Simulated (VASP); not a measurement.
Here is a VASP 6.6.1 calculation.

INCAR

```
PREC = Accurate
ENCUT = 520
EDIFF = 1E-6
ISMEAR = 0
SIGMA = 0.15
LREAL = False
LASPH = True
NELM = 60
ALGO = Fast
ISIF = 2
LWAVE = False
LCHARG = False
GGA = PE
NBANDS = 11
```

File KPOINTS:

```
Automatic mesh
0
Gamma
  16 16 16
```

The input POSCAR:

```
Ca
1.0
   -2.2052049036      2.2052049036      2.1412119398
    2.2052049036     -2.2052049036      2.1412119398
    2.2052049036      2.2052049036     -2.1412119398
Ca
1
Direct
    0.5000000000      0.5000000000      0.0000000000
```

Potentials or basis: VASP PAW PBE potentials, release 64 (Ca_sv).

Run with:

```bash
$ cat potpaw_PBE.64/Ca_sv/POTCAR > POTCAR
$ mpirun -np 1 vasp_std > vasp.out
```

Q: Estimate the band gap on the k mesh.

A: Zero (band 5 reaches 2.39 eV, above the bottom of band 6 at 1.98 eV).

Q: Predict the pressure.

A: 0.2 GPa.

Caveat: the cell differs from its parent crystal (strain +0.000 along x and y, -0.025 along z).
